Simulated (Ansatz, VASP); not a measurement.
AlNi: VASP beside Ansatz

```
CELL_PARAMETERS angstrom
1.87305 -1.87300 0.00000
2.24352 2.24348 0.00000
0.00000 0.00000 2.86887
ATOMIC_POSITIONS crystal
Al 0.00000 0.00000 0.00000
Ni 0.50000 0.50000 0.50000
```

Change from the starting cell: normal strain along x -0.0733, normal strain along y +0.1100.

Alike in both runs: task single point; functional PBEsol; k mesh 16 × 16 × 16; occupations gaussian, width 0.15 eV; no spin polarisation.

|  | VASP | Ansatz |
| --- | --- | --- |
| version | VASP 6.6.1 | Ansatz 0.2.0 |
| potentials or method | VASP PAW PBE potentials, release 64 (Al, Ni), cutoff 520 eV | scalar-relativistic, plane waves, PAW |
| valence electrons in the cell | 13 | 21 |

```tsv
	VASP	Ansatz	Ansatz less VASP
gap on the k mesh at the Fermi level (eV)	none	none	-
pressure (GPa)	-3.2	-3.3	-0.15
traceless stress, the component that is largest in VASP (GPa)	-7.29	-7.13	+0.154
```

VASP's potentials were made for PBE, not for PBEsol, and Ansatz warns of the same on its side. A gap of «none» marks a metal or a gap that the smearing closes. VASP's potentials hold 13 valence electrons a cell and Ansatz's 21, so a difference there can come from the potentials and not from the codes. Ansatz's warnings: near symmetry operations not taken.
